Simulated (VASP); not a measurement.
# MgAu (Pm-3m) in VASP: vibrations by perturbation theory with LDA

Aim: the vibrations by perturbation theory of MgAu with LDA.

All numbers are computed with VASP 6.6.1; they aren't measurements. Logs are shortened: lines on timing, memory, paths and dates and some standing lists are left out, and cuts for length are marked.

### 1 The cell of the first run

The structure is cubic, space group Pm-3m (No. 221). Conventional cell: a = 3.220 Å, b = 3.220 Å, c = 3.220 Å, α = 90.00°, β = 90.00°, γ = 90.00°. Mg (site symmetry m-3m) has 8 Au at 2.79 Å and 6 Mg at 3.22 Å within 3.7 Å. Au (site symmetry m-3m) has 8 Mg at 2.79 Å and 6 Au at 3.22 Å within 3.7 Å.

### 2 Vibrations by perturbation theory, LDA

INCAR

```
  PREC = Accurate
  ENCUT = 520
  EDIFF = 1E-8
  ISMEAR = -1
  SIGMA = 0.15
  LREAL = F
  LASPH = T
  NELM = 100
  ALGO = Normal
  ISIF = 2
  LWAVE = F
  LCHARG = F
  GGA = CA
  IBRION = 8
  NSW = 1
```

KPOINTS

```
Automatic mesh
0
Gamma
  14 14 14
```

POSCAR

```
MgAu
1.0
    3.2199442642      0.0000000000      0.0000000000
    0.0000000000      3.2199442642      0.0000000000
    0.0000000000      0.0000000000      3.2199442642
Mg Au
1 1
Direct
    0.5000000000      0.5000000000      0.5000000000
    0.0000000000      0.0000000000      0.0000000000
```

Potentials or basis: VASP PAW LDA potentials, release 64 (Mg, Au).

Started as:

```
$ cat potpaw_LDA.64/Mg/POTCAR potpaw_LDA.64/Au/POTCAR > POTCAR
$ mpirun -np 1 vasp_std > vasp.out
```

OUTCAR:

```text
PREC = Accurate
   ENCUT = 520
   EDIFF = 1E-8
   ISMEAR = -1
   LREAL = F
   LASPH = T
   NELM = 100
   ISIF = 2
   GGA = CA
   IBRION = 8
   NSW = 1

 ion  position               nearest neighbor table
   1  0.500  0.500  0.500-   2 2.79   2 2.79   2 2.79   2 2.79   2 2.79   2 2.79   2 2.79   2 2.79

   2  0.000  0.000  0.000-   1 2.79   1 2.79   1 2.79   1 2.79   1 2.79   1 2.79   1 2.79   1 2.79

  LATTYP: Found a simple cubic cell.
 ALAT       =     3.2199442642

  Lattice vectors:

 A1 = (   3.2199442642,   0.0000000000,   0.0000000000)
 A2 = (   0.0000000000,   3.2199442642,   0.0000000000)
 A3 = (   0.0000000000,   0.0000000000,   3.2199442642)

Analysis of symmetry for initial positions (statically):
=====================================================================
 Subroutine PRICEL returns:
 Original cell was already a primitive cell.

 Routine SETGRP: Setting up the symmetry group for a
 simple cubic supercell.

 Subroutine GETGRP returns: Found 48 space group operations
 (whereof 48 operations were pure point group operations)
 out of a pool of 48 trial point group operations.

The static configuration has the point symmetry O_h .

Analysis of symmetry for dynamics (positions and initial velocities):
=====================================================================
 Subroutine PRICEL returns:
 Original cell was already a primitive cell.

 Routine SETGRP: Setting up the symmetry group for a
 simple cubic supercell.

 Subroutine GETGRP returns: Found 48 space group operations
 (whereof 48 operations were pure point group operations)
 out of a pool of 48 trial point group operations.

The dynamic configuration has the point symmetry O_h .

 Subroutine INISYM returns: Found 48 space group operations
 (whereof 48 operations are pure point group operations),
 and found     1 'primitive' translations

----------------------------------------------------------------------------------------

                                     Primitive cell

  volume of cell :      33.3845

  direct lattice vectors                    reciprocal lattice vectors
     3.219944264  0.000000000  0.000000000     0.310564382  0.000000000  0.000000000
     0.000000000  3.219944264  0.000000000     0.000000000  0.310564382  0.000000000
     0.000000000  0.000000000  3.219944264     0.000000000  0.000000000  0.310564382

  length of vectors
     3.219944264  3.219944264  3.219944264     0.310564382  0.310564382  0.310564382

  position of ions in fractional coordinates (direct lattice)
     0.500000000  0.500000000  0.500000000
     0.000000000  0.000000000  0.000000000

  ion indices of the primitive-cell ions
   primitive index   ion index
                 1           1
                 2           2

----------------------------------------------------------------------------------------

 KPOINTS: Automatic mesh

Automatic generation of k-mesh.
 Grid dimensions read from file:
 generate k-points for:   14   14   14

 Generating k-lattice:

  Cartesian coordinates                     Fractional coordinates (reciprocal lattice)
     0.022183170  0.000000000  0.000000000     0.071428571  0.000000000  0.000000000
     0.000000000  0.022183170  0.000000000     0.000000000  0.071428571  0.000000000
     0.000000000  0.000000000  0.022183170     0.000000000  0.000000000  0.071428571

  Length of vectors
     0.022183170  0.022183170  0.022183170

[... 80 lines left out ...]
   AEXX    =    0.0000 exact exchange contribution
   IVDW    =     0    specifies the selected vdW correction
   LEPSILON=     F    determine dielectric tensor
   LRPA    =     F    only Hartree local field effects (RPA)
 non-spin polarized calculation
  energy-cutoff  :      520.00
  volume of cell :       33.38
 maximum number of plane-waves:       920
 NGX is ok and might be reduce to    24
   NGX = 11   NGY = 11   NGZ = 11

--------------------------------------- Ionic step        1  -------------------------------------------

 number of electron      13.0000002 magnetization

 Free energy of the ion-electron system (eV)
  ---------------------------------------------------
  ext. energy  EPLUGINS =         0.00000000
  ---------------------------------------------------
  free energy    TOTEN  =        -7.63957933 eV

  energy without entropy =       -7.60107451  energy(sigma->0) =       -7.62032692

 E-fermi :   7.0602     XC(G=0): -11.4427

 val. band max:        6.9069925885   @ k =   0.5000   0.3571   0.2857
 cond. band min:       7.0695435710   @ k =   0.5000   0.5000   0.2857
 fundamental gap:      0.1625509825
 Fermi energy:         7.0601656582

 k-point     1 :       0.0000    0.0000    0.0000
  band No.  band energies     occupation
      1      -2.3340      2.00000
      2       1.0461      2.00000
      3       1.0461      2.00000
      4       2.9384      2.00000
      5       2.9384      2.00000
      6       2.9384      2.00000
      7      12.5484      0.00000
      8      12.5484      0.00000
      9      12.5484      0.00000
     10      16.2082      0.00000
[... 287 lines left out ...]
 k-point    24 :       0.3571    0.2143    0.0000
  band No.  band energies     occupation
      1       0.0328      2.00000
      2       1.3433      2.00000
      3       1.8228      2.00000
      4       2.3619      2.00000
      5       2.6767      2.00000
      6       2.7124      2.00000
      7       6.7513      1.77369
      8      10.9208      0.00000
      9      14.6106      0.00000
     10      15.9722      0.00000

 [... further k-points ...]

------------------------ aborting loop because EDIFF is reached ----------------------------------------

  FORCE on cell =-STRESS in cart. coord.  units (eV):
  Direction    XX          YY          ZZ          XY          YZ          ZX
  --------------------------------------------------------------------------------------
  -------------------------------------------------------------------------------------
  Total       -0.0776596     -0.0776596     -0.0776596      0.0000000      0.0000000     -0.0000000
  in kB       -3.7270094     -3.7270094     -3.7270094      0.0000000      0.0000000     -0.0000000
  external PRESSURE =      -3.7270094 kB  Pullay stress =       0.0000000 kB

 VOLUME and BASIS-vectors are now :
 -----------------------------------------------------------------------------
  energy-cutoff  :      520.00
  volume of cell :       33.38
      direct lattice vectors                 reciprocal lattice vectors
     3.219944264  0.000000000  0.000000000     0.310564382  0.000000000  0.000000000
     0.000000000  3.219944264  0.000000000     0.000000000  0.310564382  0.000000000
     0.000000000  0.000000000  3.219944264     0.000000000  0.000000000  0.310564382

 POSITION                                       TOTAL-FORCE (eV/Angst)
 -----------------------------------------------------------------------------------
      1.60997      1.60997      1.60997         0.000000      0.000000      0.000000
      0.00000      0.00000      0.00000         0.000000      0.000000      0.000000
 -----------------------------------------------------------------------------------
    total drift:                                0.000000      0.000000      0.000000

  FREE ENERGIE OF THE ION-ELECTRON SYSTEM (eV)
  ---------------------------------------------------
  free  energy   TOTEN  =        -7.6395793307 eV

  energy  without entropy=       -7.6010745124  energy(sigma->0) =       -7.62032692

[... ionic steps 2 to 3 ...]

--------------------------------------- Ionic step        4  -------------------------------------------

------------------------ aborting loop because EDIFF is reached ----------------------------------------

[... ionic steps 5 to 6 ...]

--------------------------------------- Ionic step        7  -------------------------------------------

 Free energy of the ion-electron system (eV)
  ---------------------------------------------------
  ---------------------------------------------------
  free energy    TOTEN  =        -0.28454025 eV

  energy without entropy =       -0.28454025

------------------------ aborting loop because EDIFF is reached ----------------------------------------

 INTERNAL STRAIN TENSOR  FOR ION    2  DIRECTION 1   (eV/Angst):
 -----------------------------------------------------------------------------
     0.00908  0.00000  0.00000
     0.00000  0.00543  0.00000
     0.00000  0.00000  0.00543

 INTERNAL STRAIN TENSOR FOR ION    2 for displacements in x,y,z  (eV/Angst):
          X           Y           Z          XY          YZ          ZX
  --------------------------------------------------------------------------------
  x     0.00000     0.00000     0.00000     0.00000     0.00000     0.00000
  y     0.00000     0.00000     0.00000     0.00000     0.00000     0.00000
  z     0.00000     0.00000     0.00000     0.00000     0.00000     0.00000

 SECOND DERIVATIVES (NOT SYMMETRIZED)
 ------------------------------------
               1X          1Y          1Z          2X          2Y          2Z
  1X    -3.565132    0.000000   -0.000000    3.565132   -0.000000    0.000000
  1Y     0.000000   -3.565132   -0.000000   -0.000000    3.565132    0.000000
  1Z    -0.000000   -0.000000   -3.565132    0.000000    0.000000    3.565132
  2X     3.569731    0.000000    0.000000   -3.569731   -0.000000    0.000000
  2Y     0.000000    3.569731   -0.000000    0.000000   -3.569731    0.000000
  2Z     0.000000    0.000000    3.569731   -0.000000   -0.000000   -3.569731

 Eigenvectors and eigenvalues of the dynamical matrix
 ----------------------------------------------------

   1 f  =    6.346556 THz    39.876586 2PiTHz  211.698314 cm-1    26.247234 meV
             X         Y         Z           dx          dy          dz
      1.609972  1.609972  1.609972    -0.000000   -0.000000   -0.943415
      0.000000  0.000000  0.000000    -0.000000   -0.000000    0.331615
[... 21 lines left out ...]
   6 f/i=    0.001280 THz     0.008042 2PiTHz    0.042694 cm-1     0.005293 meV
             X         Y         Z           dx          dy          dz
      1.609972  1.609972  1.609972     0.325600    0.004028   -0.062748
      0.000000  0.000000  0.000000     0.926301    0.011460   -0.178512

--------------------------------------------------------------------------------------------------------

 ELASTIC MODULI CONTR FROM IONIC RELAXATION (kBar)
 Direction    XX          YY          ZZ          XY          YZ          ZX
 --------------------------------------------------------------------------------
 XX           0.0000      0.0000      0.0000      0.0000      0.0000      0.0000
 YY           0.0000      0.0000      0.0000      0.0000      0.0000      0.0000
 ZZ           0.0000      0.0000      0.0000      0.0000      0.0000      0.0000
 XY           0.0000      0.0000      0.0000      0.0000      0.0000      0.0000
 YZ           0.0000      0.0000      0.0000      0.0000      0.0000      0.0000
 ZX           0.0000      0.0000      0.0000      0.0000      0.0000      0.0000
 --------------------------------------------------------------------------------
```

It took 87 s on 1 thread of Intel Xeon Platinum 8488C (Sapphire Rapids), shared host; peak memory 0.33 GiB.

What came out:

| Property | Result |
| --- | --- |
| Highest phonon frequency at Γ | 212 cm⁻¹ |

Phonon frequencies in cm⁻¹ (negative: imaginary):
| q point | frequencies |
| --- | --- |
| (0.000, 0.000, 0.000) | 0 0 0 212 212 212 |

Caveat: spin-orbit coupling is left out, which moves the levels of the heavy elements.
